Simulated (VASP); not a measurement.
Set up this calculation in VASP 6.6.1, as the native input.

| Item | Value |
| --- | --- |
| Task | single point |
| Functional | PBE |
| Potentials or basis | VASP PAW PBE potentials, release 64 (Ti_sv, O) |
| Cutoff | 520 eV |
| k mesh | 5 × 3 × 5 |
| Occupations | fermi-dirac, width 0.02 eV |
| Spin | no spin polarisation |
| Dipole correction | no |
| Further INCAR settings | LREAL = Auto; ALGO = Normal; EDIFF = 1e-06; NBANDS = 114 |

The structure of TiO2 lies in POSCAR:

```
TiO2
1.0
    5.0399705293      0.0000000000      0.0000000000
    0.0000000000      8.9974984086      0.0000000000
    0.0000000000      0.0000000000      5.3358055342
Ti O
8 16
Direct
    0.1362935274      0.1294568601      0.9016991935
    0.6362935274      0.3705431399      0.0983008065
    0.8637064726      0.6294568601      0.5983008065
    0.3637064726      0.8705431399      0.4016991935
    0.8637064726      0.8705431399      0.0983008065
    0.3637064726      0.6294568601      0.9016991935
    0.1362935274      0.3705431399      0.4016991935
    0.6362935274      0.1294568601      0.5983008065
    0.4593016028      0.2338174342      0.8848531185
    0.9593016028      0.2661825658      0.1151468815
    0.5406983972      0.7338174342      0.6151468815
    0.0406983972      0.7661825658      0.3848531185
    0.5406983972      0.7661825658      0.1151468815
    0.0406983972      0.7338174342      0.8848531185
    0.4593016028      0.2661825658      0.3848531185
    0.9593016028      0.2338174342      0.6151468815
    0.8099158804      0.0079053950      0.8486737766
    0.3099158804      0.4920946050      0.1513262234
    0.1900841196      0.5079053950      0.6513262234
    0.6900841196      0.9920946050      0.3486737766
    0.1900841196      0.9920946050      0.1513262234
    0.6900841196      0.5079053950      0.8486737766
    0.8099158804      0.4920946050      0.3486737766
    0.3099158804      0.0079053950      0.6513262234
```

These files were run (other wordings do the same):

INCAR

```
SYSTEM = TiO2
PREC = Accurate
ENCUT = 520
EDIFF = 1E-6
ISMEAR = -1
SIGMA = 0.02
LREAL = Auto
LASPH = .TRUE.
NELM = 60
ALGO = Normal
ISIF = 2
LWAVE = .FALSE.
LCHARG = .FALSE.
GGA = PE
NBANDS = 114
```

KPOINTS

```
regular mesh
0
G
  5 3 5
  0 0 0
```

Potentials or basis: VASP PAW PBE potentials, release 64 (Ti_sv, O).

The run is started by

```bash
$ cat potpaw_PBE.64/Ti_sv/POTCAR potpaw_PBE.64/O/POTCAR > POTCAR
$ mpirun -np 1 vasp_std > vasp.out
```

Results of the run:

| Property | Result |
| --- | --- |
| Pressure | 20.5 GPa |
| Largest force | 0.039 eV/Å |
| Band gap on the k mesh | 2.32 eV |

Caveat: the cell stands under pressure.

Wall time 7.9 min on 1 thread of Intel(R) Xeon(R) 6975P-C (Granite Rapids), on a shared host, peak memory 0.5 GiB.
